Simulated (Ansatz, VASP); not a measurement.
**One calculation of AlN, two programs**

```
Al N
1.0
     4.41370   -0.01050   -0.00883
     0.01050   -4.41877   -0.00567
     0.00883   -0.00567   -4.46679
Al N
4 4
Direct
  0.02202 0.47305 0.49317
  0.42259 0.01104 0.52567
  0.49817 0.48827 0.00535
  0.98750 0.04382 0.00170
  0.71214 0.74894 0.67490
  0.24251 0.17476 0.80761
  0.31338 0.76843 0.25264
  0.80169 0.29170 0.23896
```

Alike in both runs: task single point; functional PBE; k mesh 6 × 6 × 6; occupations gaussian, width 0.05 eV; no spin polarisation.

|  | VASP | Ansatz |
| --- | --- | --- |
| version | VASP 6.6.1 | Ansatz 0.2.0 |
| potentials or method | VASP PAW PBE potentials, release 64 (Al, N), cutoff 600 eV | scalar-relativistic, plane waves, PAW |
| valence electrons in the cell | 32 | 32 |

Ansatz gave:

| Quantity | Value |
| --- | --- |
| gap on the k mesh at the Fermi level (eV) | 0.84 |
| pressure (GPa) | 18.5 |
| traceless stress, the component that is largest in VASP (GPa) | 13.62 |
| rms of the force components (eV/Å) | 4.219 |

Q: What did VASP give for the same quantities?

A: gap on the k mesh at the Fermi level (eV): 0.84; pressure (GPa): 18.5; traceless stress, the component that is largest in VASP (GPa): 13.76; rms of the force components (eV/Å): 4.243.

Atom by atom the forces differ by 0.027 eV/Å (rms over components). With one functional, cell and mesh, what is left measures potentials, basis and numerics.
